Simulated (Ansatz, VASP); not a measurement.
ZnO in VASP and in Ansatz

```xyz
2
Lattice="0.0000 2.1122 2.1122 2.1122 0.0000 2.1122 2.1122 2.1122 0.0000" Properties=species:S:1:pos:R:3 pbc="T T T"
Zn    0.0000    0.0000    0.0000
O     2.1122    2.1122    2.1122
```

Alike in both runs: task single point; functional r2SCAN; k mesh 12 × 12 × 12; occupations gaussian, width 0.02 eV; no spin polarisation.

|  | VASP | Ansatz |
| --- | --- | --- |
| version | VASP 6.6.1 | Ansatz 0.2.0 |
| potentials or method | VASP PAW PBE potentials, release 64 (Zn, O_h), cutoff 910 eV | scalar-relativistic, plane waves, PAW |
| valence electrons in the cell | 18 | 18 |

```tsv
	VASP	Ansatz	Ansatz less VASP
gap on the k mesh at the Fermi level (eV)	1.70	1.72	+0.019
least direct gap on the mesh (eV)	3.27	3.29	+0.019
```

VASP's potentials were made for PBE, not for r2SCAN.

Noted on VASP's run: the cutoff is short for stress, so the pressure is rough.
